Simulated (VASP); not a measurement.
# TiSi2 (Immm) in VASP: notebook, part 2 of 2

VASP 6.6.1.

## (3) Single point, PBE

This run uses another cell than the first one, of the same volume but with other edges.

The input, INCAR:

```
PREC = Accurate
ENCUT = 520
EDIFF = 1E-7
ISMEAR = 0
SIGMA = 0.15
LREAL = False
LASPH = True
NELM = 100
ALGO = Normal
ISIF = 2
LWAVE = False
LCHARG = False
GGA = PE
NBANDS = 17
```

The input, KPOINTS:

```
Automatic mesh
0
Gamma
  24 24 24
```

The input, POSCAR:

```
TiSi2
1.0
   -1.5060410045      1.7282656444      4.0918583807
    1.5060410045     -1.7282656444      4.0918583807
    1.5060410045      1.7282656444     -4.0918583807
Ti Si
1 2
Direct
    0.0000000000      0.0000000000      0.0000000000
    0.3296402049      0.3296402049      0.0000000000
    0.6703597951      0.6703597951      0.0000000000
```

Potentials or basis: VASP PAW PBE potentials, release 64 (Ti_sv, Si).

Run with:

```sh
$ cat potpaw_PBE.64/Ti_sv/POTCAR potpaw_PBE.64/Si/POTCAR > POTCAR
$ mpirun -np 1 vasp_std > vasp.out
```

OUTCAR:

```text
PREC = Accurate
   ENCUT = 520
   EDIFF = 1E-7
   ISMEAR = 0
   LREAL = False
   LASPH = True
   NELM = 100
   ISIF = 2
   GGA = PE

 ion  position               nearest neighbor table
   1  0.000  0.000  0.000-   3 2.68   3 2.68   3 2.68   2 2.68   2 2.68   2 2.68   3 2.68   2 2.68
                             2 2.70   3 2.70
   2  0.330  0.330  0.000-   3 2.64   3 2.64   3 2.64   3 2.64   1 2.68   1 2.68   1 2.68   1 2.68
                             1 2.70   3 2.79
   3  0.670  0.670  0.000-   2 2.64   2 2.64   2 2.64   2 2.64   1 2.68   1 2.68   1 2.68   1 2.68
                             1 2.70   2 2.79

  LATTYP: Found a body centered orthorhombic cell.
 ALAT       =     3.0120820090
 B/A-ratio  =     1.1475555043
 C/A-ratio  =     2.7169634615

  Lattice vectors:

 A1 = (  -1.5060410045,   1.7282656444,   4.0918583807)
 A2 = (   1.5060410045,  -1.7282656444,   4.0918583807)
 A3 = (   1.5060410045,   1.7282656444,  -4.0918583807)

Analysis of symmetry for initial positions (statically):
=====================================================================
 Subroutine PRICEL returns:
 Original cell was already a primitive cell.

[... 173 lines left out ...]
 val. band max:        9.8754182092   @ k =   0.2083   0.1250   0.0833
 cond. band min:       9.8761173852   @ k =   0.0833  -0.2917   0.0417
 fundamental gap:      0.0006991760
 Fermi energy:         9.8759879580

 k-point     1 :       0.0000    0.0000    0.0000
  band No.  band energies     occupation
      1     -46.3265      2.00000
      2     -22.6423      2.00000
      3     -22.6273      2.00000
      4     -22.4390      2.00000
      5      -2.5419      2.00000
      6       5.3395      2.00000
[... 457 lines left out ...]
      4     -22.4380      2.00000
      5      -0.1077      2.00000
      6       1.7566      2.00000
[... 9 lines left out ...]
     16      16.2208      0.00000
     17      17.4097      0.00000

 [... further k-points ...]

------------------------ aborting loop because EDIFF is reached ----------------------------------------

  FORCE on cell =-STRESS in cart. coord.  units (eV):
  Direction    XX          YY          ZZ          XY          YZ          ZX
  --------------------------------------------------------------------------------------
  -------------------------------------------------------------------------------------
  Total       -0.6020381     -0.5851995      1.5467123      0.0000000      0.0000000      0.0000000
  in kB      -22.6415776    -22.0083075     58.1690852      0.0000000      0.0000000      0.0000000
  external PRESSURE =       4.5064000 kB  Pullay stress =       0.0000000 kB

 VOLUME and BASIS-vectors are now :
 -----------------------------------------------------------------------------
  energy-cutoff  :      520.00
  volume of cell :       42.60
      direct lattice vectors                 reciprocal lattice vectors
    -1.506041004  1.728265644  4.091858381     0.000000000  0.289307377  0.122193867
     1.506041004 -1.728265644  4.091858381     0.331996273  0.000000000  0.122193867
     1.506041004  1.728265644 -4.091858381     0.331996273  0.289307377  0.000000000

 POSITION                                       TOTAL-FORCE (eV/Angst)
 -----------------------------------------------------------------------------------
      0.00000      0.00000      0.00000        -0.000000      0.000000     -0.000000
      0.00000      0.00000      2.69768         0.000000      0.000000      0.106781
      0.00000      0.00000      5.48603         0.000000     -0.000000     -0.106781
 -----------------------------------------------------------------------------------
    total drift:                                0.000000     -0.000000      0.000000

  FREE ENERGIE OF THE ION-ELECTRON SYSTEM (eV)
  ---------------------------------------------------
  free  energy   TOTEN  =       -19.8295829141 eV

  energy  without entropy=      -19.8125125524  energy(sigma->0) =      -19.82104773
```

OSZICAR:

```text
N       E                     dE             d eps       ncg     rms          rms(c)
DAV:   1     0.132353452163E+03    0.13235E+03   -0.95980E+03 66766   0.121E+03
DAV:   2    -0.126539941440E+02   -0.14501E+03   -0.14119E+03 68392   0.316E+02
DAV:   3    -0.214253409357E+02   -0.87713E+01   -0.85706E+01101250   0.717E+01
DAV:   4    -0.216747120530E+02   -0.24937E+00   -0.24867E+00 83437   0.111E+01
DAV:   5    -0.216828972670E+02   -0.81852E-02   -0.81834E-02104440   0.189E+00    0.123E+01
DAV:   6    -0.202517137116E+02    0.14312E+01   -0.16176E+01 86817   0.345E+01    0.521E+00
DAV:   7    -0.198727920708E+02    0.37892E+00   -0.33628E+00 84201   0.153E+01    0.345E+00
DAV:   8    -0.198501119201E+02    0.22680E-01   -0.53826E-01 79456   0.656E+00    0.134E+00
DAV:   9    -0.198309712375E+02    0.19141E-01   -0.19819E-01 79131   0.415E+00    0.431E-01
DAV:  10    -0.198297597052E+02    0.12115E-02   -0.72985E-03 79707   0.695E-01    0.174E-01
DAV:  11    -0.198296579021E+02    0.10180E-03   -0.39546E-03 90814   0.516E-01    0.134E-01
DAV:  12    -0.198295851579E+02    0.72744E-04   -0.58315E-04 82104   0.236E-01    0.162E-02
DAV:  13    -0.198295836071E+02    0.15507E-05   -0.10777E-05 79107   0.283E-02    0.150E-02
DAV:  14    -0.198295829446E+02    0.66254E-06   -0.16916E-06 79323   0.116E-02    0.455E-03
DAV:  15    -0.198295829141E+02    0.30516E-07   -0.23123E-07 69216   0.368E-03
   1 F= -.19829583E+02 E0= -.19821048E+02  d E =-.170704E-01
```

stdout:

```text
POSCAR found type information on POSCAR TiSi
 POSCAR found :  2 types and       3 ions
 scaLAPACK will be used
 LDA part: xc-table for (Slater+PW92), standard interpolation
 POSCAR, INCAR and KPOINTS ok, starting setup
 FFT: planning ... GRIDC
 FFT: planning ... GRID_SOFT
 FFT: planning ... GRID
 WAVECAR not read
 entering main loop
```

It took 18 min on 1 thread of Intel Xeon Platinum 8488C (Sapphire Rapids), shared host; peak memory 1.3 GiB.

Results:

```yaml
Free_energy: -19.8296 eV
Pressure: 0.5 GPa
Largest_force: 0.107 eV/Å
Band_gap_on_the_k_mesh: zero (band 10 reaches 11.10 eV, above the bottom of band 11 at 8.86 eV)
```

Forces on the atoms (eV/Å):
```
Ti   0.000  0.000  0.000
Si   0.000  0.000  0.107
Si   0.000  0.000 -0.107
```
